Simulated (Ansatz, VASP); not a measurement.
# Two plane-wave programs on In2SbSe3

```
In Sb Se
1.0
     3.86751    2.23291    3.42042
    -3.86751    2.23291    3.42042
     0.00000   -4.46582    3.42042
In Sb Se
2 1 3
Direct
  0.84953 0.84953 0.84953
  0.15047 0.15047 0.15047
  0.50000 0.50000 0.50000
  0.50000 0.00000 0.50000
  0.50000 0.50000 0.00000
  0.00000 0.50000 0.50000
```

Change from the starting cell: species swapped into the Sm2GeRh3 type (R-3m, No. 166).

Alike in both runs: functional PBE; k mesh 6 × 6 × 6; occupations gaussian, width 0.1 eV; no spin polarisation.

Ansatz relaxed the structure, and its values are those at the end. VASP's run is a single point on that final structure, the one shown.

|  | VASP | Ansatz |
| --- | --- | --- |
| version | VASP 6.6.1 | Ansatz 0.2.0 |
| potentials or method | VASP PAW PBE potentials, release 64 (In_d, Sb, Se), cutoff 520 eV | scalar-relativistic, plane waves, PAW |
| valence electrons in the cell | 49 | 89 |

```csv
,VASP,Ansatz,Ansatz less VASP
gap on the k mesh at the Fermi level (eV),none,none,-
pressure (GPa),0.0,0.0,+0.04
```

A gap of «none» marks a metal or a gap that the smearing closes. VASP's potentials hold 49 valence electrons a cell and Ansatz's 89, so a difference there can come from the potentials and not from the codes.

Spin-orbit coupling is off throughout.
